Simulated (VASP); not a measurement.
Set up this calculation in VASP 6.6.1, as the native input.

```
Task                   : single point
Functional             : LDA
Potentials or basis    : VASP PAW LDA potentials, release 64 (Sc_sv)
Cutoff                 : 520 eV
k mesh                 : 17 × 17 × 17
Occupations            : fermi-dirac, width 0.05 eV
Spin                   : no spin polarisation
Dipole correction      : no
Further INCAR settings : ALGO = Normal; EDIFF = 1e-06; NBANDS = 12
```

The structure of Sc lies in POSCAR:

```
Sc
1.0
   -1.5682094236      1.5682094236      1.5682094236
    1.5682094236     -1.5682094236      1.5682094236
    1.5682094236      1.5682094236     -1.5682094236
Sc
1
Direct
    0.0000000000      0.0000000000      0.0000000000
```

This cell differs from its parent crystal: volume scaled by 0.68.

The input as run:

INCAR

```
SYSTEM = Sc
ALGO     = Normal         ! electronic algorithm
EDIFF    = 1E-6           ! SCF threshold, eV
ENCUT    = 520            ! plane-wave cutoff, eV
ISIF     = 2              ! what is computed and relaxed
ISMEAR   = -1             ! smearing method
LASPH    = .TRUE.         ! aspherical terms in the spheres
LCHARG   = .FALSE.        ! write CHGCAR
LREAL    = .FALSE.        ! projectors in reciprocal space
LWAVE    = .FALSE.        ! write WAVECAR
NBANDS   = 12             ! bands
NELM     = 60             ! most SCF steps
PREC     = Accurate       ! precision mode
SIGMA    = 0.05           ! smearing width, eV
```

KPOINTS

```
k-points
0
G
  17 17 17
  0 0 0
```

Potentials or basis: VASP PAW LDA potentials, release 64 (Sc_sv).

Launch:

```bash
$ cat potpaw_LDA.64/Sc_sv/POTCAR > POTCAR
$ mpirun -np 1 vasp_std > vasp.out
```

Results of the run:

```json
{"Pressure": "39.8 GPa"}
```

It took 11 s on 1 thread of Intel(R) Xeon(R) 6975P-C (Granite Rapids), with other jobs on the host, peak memory 0.13 GiB.
